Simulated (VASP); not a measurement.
Write the native input for VASP 6.6.1 that does the following.

| Property | Result |
| --- | --- |
| Task | single point |
| Functional | PBE |
| Potentials or basis | VASP PAW PBE potentials, release 64 (I, V_sv) |
| Cutoff | 500 eV |
| k mesh | 3 × 3 × 1 |
| Occupations | fermi-dirac, width 0.15 eV |
| Spin | collinear spin, ferromagnetic start |
| Starting moments | [0.0, 3.0] μB |
| Dipole correction | no |
| Further INCAR settings | ALGO = Normal; EDIFF = 1e-06; NBANDS = 21 |

The structure of VI lies in POSCAR:

```
VI
1.0
    3.3048210000      0.0544260000      0.0971190000
   -1.6052760000      2.8610240000     -0.0516020000
    0.1585940000     -0.0057370000      5.5461410000
I V
1 1
Direct
    0.5496610000      0.9042740000      0.5799510000
    0.7672300000      1.6649490000      1.2293440000
```

These files were run (other wordings do the same):

INCAR

```
SYSTEM = VI
PREC     = Accurate       ! precision mode
ENCUT    = 500            ! plane-wave cutoff, eV
EDIFF    = 1E-6           ! SCF threshold, eV
ISMEAR   = -1             ! smearing method
SIGMA    = 0.15           ! smearing width, eV
LREAL    = .FALSE.        ! projectors in reciprocal space
LASPH    = .TRUE.         ! aspherical terms in the spheres
NELM     = 200            ! most SCF steps
ALGO     = Normal         ! electronic algorithm
ISIF     = 2              ! what is computed and relaxed
LWAVE    = .FALSE.        ! write WAVECAR
LCHARG   = .FALSE.        ! write CHGCAR
ISPIN    = 2              ! spin polarisation
MAGMOM   = 0 3            ! initial moments
LORBIT   = 11             ! projections on sites
LMAXMIX  = 4              ! l up to which the mixer works
GGA      = PE             ! functional
NBANDS   = 21             ! bands
GGA_COMPAT= .FALSE.
```

KPOINTS

```
Automatic mesh
0
G
  3 3 1
  0 0 0
```

Potentials or basis: VASP PAW PBE potentials, release 64 (I, V_sv).

Run with:

```sh
$ cat potpaw_PBE.64/I/POTCAR potpaw_PBE.64/V_sv/POTCAR > POTCAR
$ mpirun -np 1 vasp_std > vasp.out
```

Results of the run:

```yaml
Pressure: 14.6 GPa
Largest_force: 4.213 eV/Å
Net_moment: 2.54 μB per cell
Site_moments: I -0.09; V +2.21 μB
Valence_electrons_inside_the_program's_atomic_spheres: I 4.43; V 11.45
```

Caveat: the k points lie up to 1.13 Å⁻¹ apart, too coarse for converged energies, forces and pressures; forces of over 1 eV/Å act on the atoms, so gaps and moduli don't describe the material at rest.

Wall time 13 s on 1 thread of Intel Xeon 8259CL (shared host), peak memory 0.17 GiB.
